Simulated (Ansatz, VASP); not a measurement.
## FePt: VASP beside Ansatz

```xyz
2
Lattice="2.7034 0.0000 0.0000 0.0000 2.7034 0.0000 0.0000 0.0000 3.6752" Properties=species:S:1:pos:R:3 pbc="T T T"
Fe    1.3517    1.3517    1.8376
Pt    0.0000    0.0000    0.0000
```

Change from the starting cell: volume scaled by 0.98.

Alike in both runs: task single point; functional PBE; k mesh 12 × 12 × 9; occupations fermi-dirac, width 0.05 eV; collinear spin.

|  | VASP | Ansatz |
| --- | --- | --- |
| version | VASP 6.6.1 | Ansatz 0.2.0 |
| potentials or method | VASP PAW PBE potentials, release 64 (Fe, Pt), cutoff 520 eV | all-electron LAPW, scalar-relativistic |

```tsv
	VASP	Ansatz	Ansatz less VASP
pressure (GPa)	9.5	9.9	+0.45
traceless stress, the component that is largest in VASP (GPa)	1.33	1.30	-0.035
net moment per atom (μB)	1.62	1.63	+0.004
size of the moment on the site where the two differ most (μB)	2.88	2.93	+0.049
```

Site moments also hang on the region over which each program counts them. Ansatz ran all-electron here, and VASP with PAW potentials.

Neither program's run includes spin-orbit coupling.
